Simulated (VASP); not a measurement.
Here is a VASP 6.6.1 calculation.

Contents of INCAR:

```
SYSTEM = Ti
PREC = Accurate ; ENCUT = 520
EDIFF = 1E-6 ; ISMEAR = 0
SIGMA = 0.15 ; LREAL = .FALSE.
LASPH = .TRUE. ; NELM = 100
ALGO = Fast ; ISIF = 2
LWAVE = .FALSE. ; LCHARG = .TRUE.
GGA = PS ; LELF = .TRUE.
LVHAR = .TRUE. ; NBANDS = 25
```

The input KPOINTS:

```
regular mesh
0
G
  12 12 14
  0 0 0
```

The input POSCAR:

```
Ti
1.0
    4.4336000000      0.0000000000      0.0000000000
   -2.2168000000      3.8396102302      0.0000000000
    0.0000000000      0.0000000000      2.9998000000
Ti
3
Direct
    0.0000000000      0.0000000000      0.0000000000
    0.3333333333      0.6666666667      0.5000000000
    0.6666666667      0.3333333333      0.5000000000
```

Potentials or basis: VASP PAW PBE potentials, release 64 (Ti_sv).

Launch:

```console
$ cat potpaw_PBE.64/Ti_sv/POTCAR > POTCAR
$ mpirun -np 1 vasp_std > vasp.out
```

Question: Predict the band gap on the k mesh.

Answer: Zero (band 18 reaches 8.75 eV, above the bottom of band 19 at 8.17 eV).

Question: Predict the pressure.

Answer: -3.9 GPa.

Stress tensor (GPa, compression positive):
```
  0.87   0.00   0.00
  0.00   0.87   0.00
  0.00   0.00 -13.52
```

Caveat: the PAW data sets were made with another functional, which shifts forces and pressure a little.
